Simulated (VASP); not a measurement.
# Sc (P6_3/mmc) in VASP: a series of runs, part 2 of 2

VASP 6.6.1.

## (3) Single point, RPBE

This run uses another cell than the first one, of 25.60 Å³/atom, 1.023 times its volume.

INCAR

```
SYSTEM = Sc
  PREC = Accurate
  ENCUT = 520
  EDIFF = 1E-6
  ISMEAR = 0
  SIGMA = 0.1
  LREAL = .FALSE.
  LASPH = .TRUE.
  NELM = 60
  ALGO = Fast
  ISIF = 2
  LWAVE = .FALSE.
  LCHARG = .FALSE.
  GGA = RP
  NBANDS = 18
```

KPOINTS

```
Automatic mesh
0
G
  12 12 8
  0 0 0
```

POSCAR

```
Sc
1.0
    3.3581987970      0.0000000029      0.0000000000
   -1.6790994010      2.9082854677      0.0000000000
    0.0000000000      0.0000000000      5.2413987617
Sc
2
Direct
    0.3333333333      0.6666666667      0.2500000000
    0.6666666667      0.3333333333      0.7500000000
```

Potentials or basis: VASP PAW PBE potentials, release 64 (Sc_sv).

Started as:

```bash
$ cat potpaw_PBE.64/Sc_sv/POTCAR > POTCAR
$ mpirun -np 1 vasp_std > vasp.out
```

OUTCAR:

```text
SYSTEM = Sc
   PREC = Accurate
   ENCUT = 520
   EDIFF = 1E-6
   ISMEAR = 0
   LREAL = .FALSE.
   LASPH = .TRUE.
   NELM = 60
   ISIF = 2
   GGA = RP

 ion  position               nearest neighbor table
   1  0.333  0.667  0.250-   2 3.26   2 3.26   2 3.26   2 3.26   2 3.26   2 3.26
   2  0.667  0.333  0.750-   1 3.26   1 3.26   1 3.26   1 3.26   1 3.26   1 3.26

  LATTYP: Found a hexagonal cell.
 ALAT       =     3.3581987970
 C/A-ratio  =     1.5607767969

  Lattice vectors:

 A1 = (   3.3581987970,   0.0000000029,   0.0000000000)
 A2 = (  -1.6790994010,   2.9082854677,   0.0000000000)
 A3 = (   0.0000000000,   0.0000000000,   5.2413987617)

Analysis of symmetry for initial positions (statically):
=====================================================================
 Subroutine PRICEL returns:
 Original cell was already a primitive cell.

 Routine SETGRP: Setting up the symmetry group for a
 hexagonal supercell.

 Subroutine GETGRP returns: Found 24 space group operations
 (whereof 12 operations were pure point group operations)
 out of a pool of 24 trial point group operations.

The static configuration has the point symmetry D_3d.
 The point group associated with its full space group is D_6h.
[... 163 lines left out ...]

 E-fermi :   3.5741     XC(G=0):  -9.6087

 val. band max:        3.5706359094   @ k =   0.4167   0.1667   0.3750
 cond. band min:       3.5903898089   @ k =   0.3333   0.0000   0.3750
 fundamental gap:      0.0197538995
 Fermi energy:         3.5740659001

 k-point     1 :       0.0000    0.0000    0.0000
  band No.  band energies     occupation
      1     -46.0836      2.00000
      2     -46.0248      2.00000
      3     -24.8101      2.00000
      4     -24.5166      2.00000
      5     -24.5166      2.00000
      6     -24.4589      2.00000
[... 481 lines left out ...]
      5     -24.6328      2.00000
      6     -24.5677      2.00000
[... 10 lines left out ...]
     17       6.6489      0.00000
     18       6.7839      0.00000

 [... further k-points ...]

------------------------ aborting loop because EDIFF is reached ----------------------------------------

  FORCE on cell =-STRESS in cart. coord.  units (eV):
  Direction    XX          YY          ZZ          XY          YZ          ZX
  --------------------------------------------------------------------------------------
  -------------------------------------------------------------------------------------
  Total        0.0107624      0.0107624      0.0134508      0.0000000      0.0000000      0.0000000
  in kB        0.3368440      0.3368440      0.4209871      0.0000000      0.0000000      0.0000000
  external PRESSURE =       0.3648917 kB  Pullay stress =       0.0000000 kB

 VOLUME and BASIS-vectors are now :
 -----------------------------------------------------------------------------
  energy-cutoff  :      520.00
  volume of cell :       51.19
      direct lattice vectors                 reciprocal lattice vectors
     3.358198797  0.000000003  0.000000000     0.297778678  0.171922600  0.000000000
    -1.679099401  2.908285468  0.000000000    -0.000000000  0.343845200  0.000000000
     0.000000000  0.000000000  5.241398762     0.000000000  0.000000000  0.190788766

 POSITION                                       TOTAL-FORCE (eV/Angst)
 -----------------------------------------------------------------------------------
     -0.00000      1.93886      1.31035         0.000000     -0.000000      0.000000
      1.67910      0.96943      3.93105        -0.000000      0.000000      0.000000
 -----------------------------------------------------------------------------------
    total drift:                               -0.000000      0.000000     -0.000000

  FREE ENERGIE OF THE ION-ELECTRON SYSTEM (eV)
  ---------------------------------------------------
  free  energy   TOTEN  =       -11.8915392572 eV

  energy  without entropy=      -11.8699082367  energy(sigma->0) =      -11.88072375
```

OSZICAR:

```text
N       E                     dE             d eps       ncg     rms          rms(c)
DAV:   1     0.360484808639E+03    0.36048E+03   -0.11003E+04  3428   0.129E+03
DAV:   2     0.772678276703E+01   -0.35276E+03   -0.34556E+03  4148   0.544E+02
DAV:   3    -0.128571318117E+02   -0.20584E+02   -0.19823E+02  5596   0.157E+02
DAV:   4    -0.132670952168E+02   -0.40996E+00   -0.40828E+00  5184   0.205E+01
DAV:   5    -0.132733821475E+02   -0.62869E-02   -0.62853E-02  5850   0.264E+00    0.726E+00
RMM:   6    -0.119614847952E+02    0.13119E+01   -0.18925E+00  3539   0.176E+01    0.258E+00
RMM:   7    -0.119107280304E+02    0.50757E-01   -0.35116E+00  4500   0.139E+01    0.150E+00
RMM:   8    -0.118812029220E+02    0.29525E-01   -0.21990E-01  3714   0.560E+00    0.535E-01
RMM:   9    -0.118892020836E+02   -0.79992E-02   -0.12271E-01  4953   0.221E+00    0.123E-01
RMM:  10    -0.118909356281E+02   -0.17335E-02   -0.22131E-02  5201   0.788E-01    0.628E-02
RMM:  11    -0.118913223706E+02   -0.38674E-03   -0.53164E-03  4955   0.490E-01    0.355E-02
RMM:  12    -0.118914813630E+02   -0.15899E-03   -0.18182E-03  5498   0.220E-01    0.502E-03
RMM:  13    -0.118915328150E+02   -0.51452E-04   -0.46029E-04  5120   0.870E-02    0.858E-03
RMM:  14    -0.118915374869E+02   -0.46719E-05   -0.10018E-04  4433   0.427E-02    0.560E-03
RMM:  15    -0.118915385600E+02   -0.10730E-05   -0.29984E-05  4582   0.391E-02    0.137E-03
RMM:  16    -0.118915392572E+02   -0.69722E-06   -0.97088E-06  4105   0.165E-02
   1 F= -.11891539E+02 E0= -.11880724E+02  d E =-.216310E-01
```

Run time: 1.8 min. Hardware: 1 thread of AMD EPYC 7R43 (Zen 3), shared host; peak memory 0.18 GiB.

Results:

- Free energy: -11.8915 eV
- Pressure: 0.0 GPa
- Band gap on the k mesh: zero (band 11 reaches 4.53 eV, above the bottom of band 12 at 3.12 eV)

Levels at points of the mesh, in eV from the Fermi level:
```
           k point  band 9  band 10  band 11  band 12  band 13  band 14
(0.00, 0.00, 0.00)   -5.06    -1.57     0.49     1.57     1.57     1.80
(0.50, 0.00, 0.00)   -1.59    -1.02    -0.62    -0.36     1.25     1.33
(0.00, 0.00, 0.50)   -3.56    -3.56     0.96     0.96     1.49     1.49
(0.50, 0.00, 0.50)   -1.41    -1.41     0.05     0.05     1.20     1.20
```

Caveat: the PAW data sets were made with another functional, which shifts forces and pressure a little.

## (4) Single point, RPBE

This run uses another cell than the first one, of 25.80 Å³/atom, 1.032 times its volume.

INCAR

```
SYSTEM = Sc
ALGO = Normal ; EDIFF = 1E-7
ENCUT = 520 ; GGA = RP
ISIF = 2 ; ISMEAR = -1
LASPH = .TRUE. ; LCHARG = .FALSE.
LREAL = .FALSE. ; LWAVE = .FALSE.
NBANDS = 18 ; NELM = 80
PREC = Accurate ; SIGMA = 0.15
```

KPOINTS

```
k-points
0
G
  12 12 8
  0 0 0
```

POSCAR

```
Sc
1.0
    3.3570639834      0.0000000029      0.0000000000
   -1.6785319942      2.9073026903      0.0000000000
    0.0000000000      0.0000000000      5.2870108303
Sc
2
Direct
    0.3333333333      0.6666666667      0.2500000000
    0.6666666667      0.3333333333      0.7500000000
```

Started as:

```bash
$ cat potpaw_PBE.64/Sc_sv/POTCAR > POTCAR
$ mpirun -np 1 vasp_std > vasp.out
```

It took 71 s on 1 thread of AMD EPYC 7R43 (Zen 3), shared host; peak memory 0.19 GiB.

It converged, with:

* Free energy: -12.0267 eV
* Pressure: 0.0 GPa
* Band gap on the k mesh: zero (band 11 reaches 4.45 eV, above the bottom of band 12 at 3.09 eV)

Levels at points of the mesh, in eV from the Fermi level:
| k point | band 7 | band 8 | band 9 | band 10 | band 11 | band 12 | band 13 | band 14 | band 15 | band 16 |
| --- | --- | --- | --- | --- | --- | --- | --- | --- | --- | --- |
| (0.00, 0.00, 0.00) | -28.06 | -28.05 | -5.06 | -1.59 | 0.39 | 1.56 | 1.56 | 1.73 | 1.97 | 1.97 |
| (0.50, 0.00, 0.00) | -28.14 | -28.09 | -1.59 | -1.01 | -0.63 | -0.35 | 1.20 | 1.35 | 1.75 | 3.58 |
| (0.00, 0.00, 0.50) | -28.08 | -28.08 | -3.59 | -3.59 | 0.91 | 0.91 | 1.49 | 1.49 | 1.49 | 1.49 |
| (0.50, 0.00, 0.50) | -28.13 | -28.13 | -1.41 | -1.41 | 0.03 | 0.03 | 1.17 | 1.17 | 2.30 | 2.30 |

Caveat: the PAW data sets were made with another functional, which shifts forces and pressure a little.

## (5) Overview

```csv
cell,k mesh,smearing,gap on the mesh (eV),pressure (GPa)
"a = 3.291, b = 3.291, c = 5.333 Å, angles 90.0, 90.0, 120.0°, 2 atoms",6 × 6 × 4,gaussian 0.1 eV,none,1.3
"a = 3.358, b = 3.358, c = 5.241 Å, angles 90.0, 90.0, 120.0°, 2 atoms",12 × 12 × 8,gaussian 0.1 eV,none,0.0
"a = 3.357, b = 3.357, c = 5.287 Å, angles 90.0, 90.0, 120.0°, 2 atoms",12 × 12 × 8,fermi-dirac 0.15 eV,none,0.0
```

Alike in all rows: task single point; level RPBE; potentials or basis VASP PAW PBE potentials, release 64 (Sc_sv); no spin polarisation; cutoff (eV) 520.

Caveats: some runs use coarse meshes; the PAW data sets were made with another functional, which shifts forces and pressure a little.

Total energies depend on the potentials used, so only differences within one code and one set of settings carry meaning.
